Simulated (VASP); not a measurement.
# AlN (NiAs type) (P6_3/mmc) in VASP: a series of runs

The runs below take AlN (NiAs type) through single point, with PBE.

Program: VASP 6.6.1. These are calculated values, not measurements. Logs are shortened: lines on timing, memory, paths and dates and some standing lists are left out, and cuts for length are marked.

**1. The cell of the first run**

Symmetry: P6_3/mmc, No. 194, hexagonal system. Conventional cell: a = 2.856 Å, b = 2.856 Å, c = 4.883 Å, α = 90.00°, β = 90.00°, γ = 120.00°. Al (site symmetry -3m) has 6 N at 2.05 Å and 2 Al at 2.44 Å within 2.7 Å. N (site symmetry -6m2) has 6 Al at 2.05 Å within 2.7 Å.

**2. Single point, PBE**

Contents of INCAR:

```
SYSTEM = AlN
  PREC = Accurate
  ENCUT = 520
  EDIFF = 1E-6
  ISMEAR = -1
  SIGMA = 0.08
  LREAL = .FALSE.
  LASPH = .TRUE.
  NELM = 80
  ALGO = Normal
  ISIF = 2
  LWAVE = .FALSE.
  LCHARG = .FALSE.
  GGA = PE
  NBANDS = 16
```

Contents of KPOINTS:

```
regular mesh
0
G
  12 12 7
  0 0 0
```

Contents of POSCAR:

```
AlN
1.0
    2.8556726522      0.0000000000      0.0000000000
   -1.4278363261      2.4730850617      0.0000000000
    0.0000000000      0.0000000000      4.8830904603
Al N
2 2
Direct
    0.0000000000      0.0000000000      0.0000000000
    0.0000000000      0.0000000000      0.5000000000
    0.3333333333      0.6666666667      0.2500000000
    0.6666666667      0.3333333333      0.7500000000
```

Potentials or basis: VASP PAW PBE potentials, release 64 (Al, N).

Command:

```sh
cat potpaw_PBE.64/Al/POTCAR potpaw_PBE.64/N/POTCAR > POTCAR
mpirun -np 1 vasp_std > vasp.out
```

OUTCAR:

```text
SYSTEM = AlN
   PREC = Accurate
   ENCUT = 520
   EDIFF = 1E-6
   ISMEAR = -1
   LREAL = .FALSE.
   LASPH = .TRUE.
   NELM = 80
   ISIF = 2
   GGA = PE

 ion  position               nearest neighbor table
   1  0.000  0.000  0.000-   3 2.05   4 2.05   4 2.05   3 2.05   4 2.05   3 2.05   2 2.44   2 2.44

   2  0.000  0.000  0.500-   3 2.05   4 2.05   4 2.05   3 2.05   4 2.05   3 2.05   1 2.44   1 2.44

   3  0.333  0.667  0.250-   1 2.05   2 2.05   1 2.05   2 2.05   1 2.05   2 2.05
   4  0.667  0.333  0.750-   1 2.05   2 2.05   1 2.05   2 2.05   1 2.05   2 2.05

  LATTYP: Found a hexagonal cell.
 ALAT       =     2.8556726522
 C/A-ratio  =     1.7099615590

  Lattice vectors:

 A1 = (   2.8556726522,   0.0000000000,   0.0000000000)
 A2 = (  -1.4278363261,   2.4730850617,   0.0000000000)
 A3 = (   0.0000000000,   0.0000000000,   4.8830904603)

Analysis of symmetry for initial positions (statically):
=====================================================================
 Subroutine PRICEL returns:
 Original cell was already a primitive cell.

 Routine SETGRP: Setting up the symmetry group for a
 hexagonal supercell.

 Subroutine GETGRP returns: Found 24 space group operations
 (whereof 12 operations were pure point group operations)
 out of a pool of 24 trial point group operations.

The static configuration has the point symmetry D_3d.
 The point group associated with its full space group is D_6h.

Analysis of symmetry for dynamics (positions and initial velocities):
=====================================================================
 Subroutine PRICEL returns:
 Original cell was already a primitive cell.

 Routine SETGRP: Setting up the symmetry group for a
 hexagonal supercell.

 Subroutine GETGRP returns: Found 24 space group operations
 (whereof 12 operations were pure point group operations)
 out of a pool of 24 trial point group operations.

The dynamic configuration has the point symmetry D_3d.
 The point group associated with its full space group is D_6h.

 Subroutine INISYM returns: Found 24 space group operations
 (whereof 12 operations are pure point group operations),
 and found     1 'primitive' translations

----------------------------------------------------------------------------------------

                                     Primitive cell

  volume of cell :      34.4860

  direct lattice vectors                    reciprocal lattice vectors
     2.855672652  0.000000000  0.000000000     0.350180193  0.202176629  0.000000000
[... 89 lines left out ...]
   NELM   =     80;   NELMIN=  2; NELMDL= -5     # of ELM steps
   EDIFF  = 0.1E-05   stopping-criterion for ELM
   LREAL  =      F    real-space projection
   EDIFFG = 0.1E-04   stopping-criterion for IOM
   NSW    =      0    number of steps for IOM
   IBRION =     -1    ionic relax: 0-MD 1-quasi-New 2-CG
   NFREE  =      0    steps in history (QN), initial steepest desc. (CG)
   ISIF   =      2    stress and relaxation
   ISYM   =      2    0-nonsym 1-usesym 2-fastsym
   POTIM  = 0.5000    time-step for ionic-motion
   TEBEG  =    0.0;   TEEND  =   0.0 temperature during run
   PSTRESS=    0.0 pullay stress
   NELECT =      16.0000    total number of electrons
   NUPDOWN=      -1.0000    fix difference up-down
   EMIN   =  10.00;   EMAX   =-10.00  energy-range for DOS
   EFERMI =   0.00;   METHOD = LEGACY
   ISMEAR =    -1;   SIGMA  =   0.08  broadening in eV -4-tet -1-fermi 0-gaus
   EFERMI_NEDOS =   21; number of points for ismear=-14 and -15
   IALGO  =     38    algorithm
   IMIX   =      4    mixing-type and parameters
     AMIX     =   0.40;   BMIX     =  1.00
     AMIX_MAG =   1.60;   BMIX_MAG =  1.00
  volume/ion in A,a.u.               =       8.62        58.18
  Fermi-wavevector in a.u.,A,eV,Ry     =   1.267362  2.394967 21.853772  1.606207
  Thomas-Fermi vector in A             =   2.400514
   LORBIT       =      0    0 simple, 1 ext, 2 COOP (PROOUT), +10 PAW based schemes
   GGA     = PE    functional components
   LHFCALC =     F    Hartree Fock is set to
   AEXX    =    0.0000 exact exchange contribution
   IVDW    =     0    specifies the selected vdW correction
   LEPSILON=     F    determine dielectric tensor
   LRPA    =     F    only Hartree local field effects (RPA)
 non-spin polarized calculation
  energy-cutoff  :      520.00
  volume of cell :       34.49
 maximum number of plane-waves:       942
 NGX is ok and might be reduce to    24
   NGX = 11   NGY = 11   NGZ = 19

 number of electron      16.0000000 magnetization

 Free energy of the ion-electron system (eV)
  ---------------------------------------------------
  ext. energy  EPLUGINS =         0.00000000
  ---------------------------------------------------
  free energy    TOTEN  =       -28.45721019 eV

  energy without entropy =      -28.45721019  energy(sigma->0) =      -28.45721019

 E-fermi :  11.0780     XC(G=0): -12.0627

 val. band max:        9.4877709697   @ k =   0.0000   0.0000   0.0000
 cond. band min:      14.2301199642   @ k =   0.5000   0.0000   0.2857
 fundamental gap:      4.7423489945
 Fermi energy:        11.0780203865

 k-point     1 :       0.0000    0.0000    0.0000
  band No.  band energies     occupation
      1      -7.8071      2.00000
      2      -4.9734      2.00000
      3       1.0420      2.00000
      4       8.6737      2.00000
      5       8.6737      2.00000
      6       8.9354      2.00000
[... 433 lines left out ...]
      3       2.8760      2.00000
      4       3.9182      2.00000
      5       4.6629      2.00000
      6       7.3799      2.00000
[... 8 lines left out ...]
     15      21.3721      0.00000
     16      24.8735      0.00000

 [... further k-points ...]
[... 5 lines left out ...]
  --------------------------------------------------------------------------------------
  -------------------------------------------------------------------------------------
  Total       -0.0548929     -0.0548929     -0.0864365      0.0000000      0.0000000      0.0000000
  in kB       -2.5502599     -2.5502599     -4.0157382      0.0000000      0.0000000      0.0000000
  external PRESSURE =      -3.0387526 kB  Pullay stress =       0.0000000 kB

 VOLUME and BASIS-vectors are now :
 -----------------------------------------------------------------------------
  energy-cutoff  :      520.00
  volume of cell :       34.49
      direct lattice vectors                 reciprocal lattice vectors
     2.855672652  0.000000000  0.000000000     0.350180193  0.202176629  0.000000000
    -1.427836326  2.473085062  0.000000000     0.000000000  0.404353257  0.000000000
     0.000000000  0.000000000  4.883090460     0.000000000  0.000000000  0.204788342

 POSITION                                       TOTAL-FORCE (eV/Angst)
 -----------------------------------------------------------------------------------
      0.00000      0.00000      0.00000         0.000000      0.000000     -0.000000
      0.00000      0.00000      2.44155         0.000000      0.000000     -0.000000
     -0.00000      1.64872      1.22077         0.000000     -0.000000     -0.000000
      1.42784      0.82436      3.66232        -0.000000      0.000000      0.000000
 -----------------------------------------------------------------------------------
    total drift:                               -0.000000      0.000000     -0.000000

  FREE ENERGIE OF THE ION-ELECTRON SYSTEM (eV)
  ---------------------------------------------------
  free  energy   TOTEN  =       -28.4572101948 eV

  energy  without entropy=      -28.4572101947  energy(sigma->0) =      -28.45721019
```

OSZICAR:

```text
N       E                     dE             d eps       ncg     rms          rms(c)
DAV:   1     0.387221664258E+02    0.38722E+02   -0.71883E+03  2480   0.883E+02
DAV:   2    -0.288068856274E+02   -0.67529E+02   -0.61101E+02  3504   0.190E+02
DAV:   3    -0.316566063974E+02   -0.28497E+01   -0.28392E+01  2944   0.394E+01
DAV:   4    -0.316717114942E+02   -0.15105E-01   -0.15104E-01  3128   0.321E+00
DAV:   5    -0.316718850810E+02   -0.17359E-03   -0.17359E-03  3000   0.347E-01    0.103E+01
DAV:   6    -0.284685799515E+02    0.32033E+01   -0.62505E+00  3104   0.193E+01    0.358E+00
DAV:   7    -0.284713723543E+02   -0.27924E-02   -0.50984E-01  2712   0.524E+00    0.258E+00
DAV:   8    -0.284612465145E+02    0.10126E-01   -0.47281E-02  2848   0.191E+00    0.626E-01
DAV:   9    -0.284570445481E+02    0.42020E-02   -0.76296E-03  3184   0.735E-01    0.225E-01
DAV:  10    -0.284572961980E+02   -0.25165E-03   -0.15909E-03  2968   0.274E-01    0.133E-01
DAV:  11    -0.284572103594E+02    0.85839E-04   -0.18193E-04  3016   0.105E-01    0.245E-02
DAV:  12    -0.284572101948E+02    0.16469E-06   -0.91729E-06  3072   0.247E-02
   1 F= -.28457210E+02 E0= -.28457210E+02  d E =-.102203E-09
```

Run time: 67 s. Hardware: 1 thread of AMD EPYC 7R13, shared host; peak memory 0.14 GiB.

Results:

```yaml
Free_energy: -28.4572 eV
Pressure: -0.3 GPa
Band_gap_on_the_k_mesh: 4.74 eV, indirect (least direct gap 4.83 eV)
```

Levels at points of the mesh, in eV from the valence-band top:
```tsv
k point	band 4	band 5	band 6	band 7	band 8	band 9	band 10	band 11	band 12	band 13
(0.00, 0.00, 0.00)	-0.81	-0.81	-0.55	0.00	0.00	4.83	6.20	8.94	12.11	12.24
(0.50, 0.00, 0.00)	-6.08	-4.94	-3.00	-2.50	-1.05	5.33	6.17	6.46	10.64	10.75
```

A k mesh can miss the band edges. A hybrid or GW would open this gap; PBE tends to underestimate it.

**3. Single point, PBE**

Contents of INCAR:

```
SYSTEM = AlN
PREC     = Accurate       ! precision mode
ENCUT    = 520            ! plane-wave cutoff, eV
EDIFF    = 1E-6           ! SCF threshold, eV
ISMEAR   = -1             ! smearing method
SIGMA    = 0.08           ! smearing width, eV
LREAL    = .False.        ! projectors in reciprocal space
LASPH    = .True.         ! aspherical terms in the spheres
NELM     = 60             ! most SCF steps
ALGO     = Normal         ! electronic algorithm
ISIF     = 2              ! what is computed and relaxed
LWAVE    = .False.        ! write WAVECAR
LCHARG   = .False.        ! write CHGCAR
GGA      = PE             ! functional
NBANDS   = 16             ! bands
```

Contents of KPOINTS:

```
regular mesh
0
Gamma
  12 12 7
  0 0 0
```

Edit POSCAR of step 2 so:

```diff
@@ -3,3 +3,3 @@
     2.8556726522      0.0000000000      0.0000000000
-   -1.4278363261      2.4730850617      0.0000000000
+   -1.4278363260      2.4730850617      0.0000000000
     0.0000000000      0.0000000000      4.8830904603
```

Potentials or basis: VASP PAW PBE potentials, release 64 (Al, N).

Command:

```sh
cat potpaw_PBE.64/Al/POTCAR potpaw_PBE.64/N/POTCAR > POTCAR
mpirun -np 1 vasp_std > vasp.out
```

OUTCAR:

```text
SYSTEM = AlN
   PREC = Accurate
   ENCUT = 520
   EDIFF = 1E-6
   ISMEAR = -1
   LREAL = .False.
   LASPH = .True.
   NELM = 60
   ISIF = 2
   GGA = PE

 ion  position               nearest neighbor table
   1  0.000  0.000  0.000-   3 2.05   4 2.05   3 2.05   4 2.05   4 2.05   3 2.05   2 2.44   2 2.44

   2  0.000  0.000  0.500-   3 2.05   4 2.05   3 2.05   4 2.05   4 2.05   3 2.05   1 2.44   1 2.44

   3  0.333  0.667  0.250-   1 2.05   2 2.05   1 2.05   2 2.05   1 2.05   2 2.05
   4  0.667  0.333  0.750-   1 2.05   2 2.05   1 2.05   2 2.05   1 2.05   2 2.05

[... 659 lines left out ...]
  --------------------------------------------------------------------------------------
  -------------------------------------------------------------------------------------
  Total       -0.0548929     -0.0548929     -0.0864365     -0.0000000      0.0000000      0.0000000
  in kB       -2.5502600     -2.5502600     -4.0157383     -0.0000000      0.0000000      0.0000000
  external PRESSURE =      -3.0387528 kB  Pullay stress =       0.0000000 kB

 VOLUME and BASIS-vectors are now :
 -----------------------------------------------------------------------------
  energy-cutoff  :      520.00
  volume of cell :       34.49
      direct lattice vectors                 reciprocal lattice vectors
     2.855672652  0.000000000  0.000000000     0.350180193  0.202176629  0.000000000
    -1.427836326  2.473085062  0.000000000     0.000000000  0.404353257  0.000000000
     0.000000000  0.000000000  4.883090460     0.000000000  0.000000000  0.204788342

 POSITION                                       TOTAL-FORCE (eV/Angst)
 -----------------------------------------------------------------------------------
      0.00000      0.00000      0.00000         0.000000      0.000000      0.000000
      0.00000      0.00000      2.44155         0.000000      0.000000      0.000000
     -0.00000      1.64872      1.22077         0.000000      0.000000     -0.000000
      1.42784      0.82436      3.66232        -0.000000     -0.000000      0.000000
 -----------------------------------------------------------------------------------
    total drift:                               -0.000000      0.000000     -0.000000

  FREE ENERGIE OF THE ION-ELECTRON SYSTEM (eV)
  ---------------------------------------------------
  free  energy   TOTEN  =       -28.4572101949 eV

  energy  without entropy=      -28.4572101948  energy(sigma->0) =      -28.45721019
```

OSZICAR:

```text
N       E                     dE             d eps       ncg     rms          rms(c)
DAV:   1     0.387221664281E+02    0.38722E+02   -0.71883E+03  2480   0.883E+02
DAV:   2    -0.288068856274E+02   -0.67529E+02   -0.61101E+02  3504   0.190E+02
DAV:   3    -0.316566063974E+02   -0.28497E+01   -0.28392E+01  2944   0.394E+01
DAV:   4    -0.316717114942E+02   -0.15105E-01   -0.15104E-01  3128   0.321E+00
DAV:   5    -0.316718850810E+02   -0.17359E-03   -0.17359E-03  3000   0.347E-01    0.103E+01
DAV:   6    -0.284685799515E+02    0.32033E+01   -0.62505E+00  3104   0.193E+01    0.358E+00
DAV:   7    -0.284713723544E+02   -0.27924E-02   -0.50984E-01  2712   0.524E+00    0.258E+00
DAV:   8    -0.284612465147E+02    0.10126E-01   -0.47281E-02  2848   0.191E+00    0.626E-01
DAV:   9    -0.284570445482E+02    0.42020E-02   -0.76296E-03  3184   0.735E-01    0.225E-01
DAV:  10    -0.284572961981E+02   -0.25165E-03   -0.15909E-03  2968   0.274E-01    0.133E-01
DAV:  11    -0.284572103595E+02    0.85839E-04   -0.18193E-04  3016   0.105E-01    0.245E-02
DAV:  12    -0.284572101949E+02    0.16468E-06   -0.91729E-06  3072   0.247E-02
   1 F= -.28457210E+02 E0= -.28457210E+02  d E =-.102203E-09
```

stdout:

```text
POSCAR found type information on POSCAR AlN
 POSCAR found :  2 types and       4 ions
 scaLAPACK will be used
 LDA part: xc-table for (Slater+PW92), standard interpolation
 POSCAR, INCAR and KPOINTS ok, starting setup
 FFT: planning ... GRIDC
 FFT: planning ... GRID_SOFT
 FFT: planning ... GRID
 WAVECAR not read
 entering main loop
```

Run time: 56 s. Hardware: 1 thread of AMD EPYC 7R13, shared host; peak memory 0.14 GiB.

What came out:

| Quantity | Value |
| --- | --- |
| Free energy | -28.4572 eV |
| Pressure | -0.3 GPa |
| Band gap on the k mesh | 4.74 eV, indirect (least direct gap 4.83 eV) |

Stress tensor (GPa, compression positive):
```
-0.26  0.00  0.00
 0.00 -0.26  0.00
 0.00  0.00 -0.40
```

Levels at points of the mesh, in eV from the valence-band top:
```
           k point  band 4  band 5  band 6  band 7  band 8  band 9  band 10  band 11  band 12  band 13
(0.00, 0.00, 0.00)   -0.81   -0.81   -0.55    0.00    0.00    4.83     6.20     8.94    12.11    12.24
(0.50, 0.00, 0.00)   -6.08   -4.94   -3.00   -2.50   -1.05    5.33     6.17     6.46    10.64    10.75
```
